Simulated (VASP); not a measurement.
Crystal: GaSe.

```
Ga Se
1.0
     3.74200    0.00000    0.00000
    -1.87100    3.24067    0.00000
     0.00000    0.00000   15.91900
Ga Se
4 4
Direct
  0.33333 0.66667 0.17700
  0.66667 0.33333 0.67700
  0.33333 0.66667 0.32300
  0.66667 0.33333 0.82300
  0.33333 0.66667 0.60000
  0.66667 0.33333 0.10000
  0.33333 0.66667 0.90000
  0.66667 0.33333 0.40000
```

```yaml
Program: VASP 6.6.1
Task: relaxation of cell and atoms
Functional: PBE
Dispersion: D3(BJ)
Potentials_or_basis: VASP PAW PBE potentials, release 64 (Ga_d, Se)
Cutoff: 500 eV
k_mesh: 6 × 6 × 2
Occupations: gaussian, width 0.1 eV
Spin: no spin polarisation
```

At the start: pressure 1.1 GPa; volume 24.13 Å³/atom.

Task: Where does the relaxation end?

Result: Over 6 steps the energy falls by 16.6 meV/atom and the volume is 24.77 Å³/atom (+2.7 %); space group P6_3/mmc (No. 194, to 0.05 Å).

Step by step:
```
step  energy change (eV)  largest force (eV/Å)  pressure (GPa)  volume (Å³)
   1              0.0000                1.2174            1.09       193.04
   2             -0.1073                0.3768            0.33       197.62
   3             -0.1245                0.0120            0.46       196.31
   4             -0.1307                0.0439           -0.16       198.36
   5             -0.1307                0.0467           -0.21       198.54
   6             -0.1326                0.0176           -0.06       198.19
```

Final structure:
```
Ga Se
1.0
     3.77296    0.00000    0.00000
    -1.88648    3.26748    0.00000
     0.00000    0.00000   16.07667
Ga Se
4 4
Direct
  0.33333 0.66667 0.17402
  0.66667 0.33333 0.67402
  0.33333 0.66667 0.32598
  0.66667 0.33333 0.82598
  0.33333 0.66667 0.60061
  0.66667 0.33333 0.10061
  0.33333 0.66667 0.89939
  0.66667 0.33333 0.39939
```

Caveat: the relaxation stopped at a loose force limit of 0.05 eV/Å, so its end isn't a converged minimum.
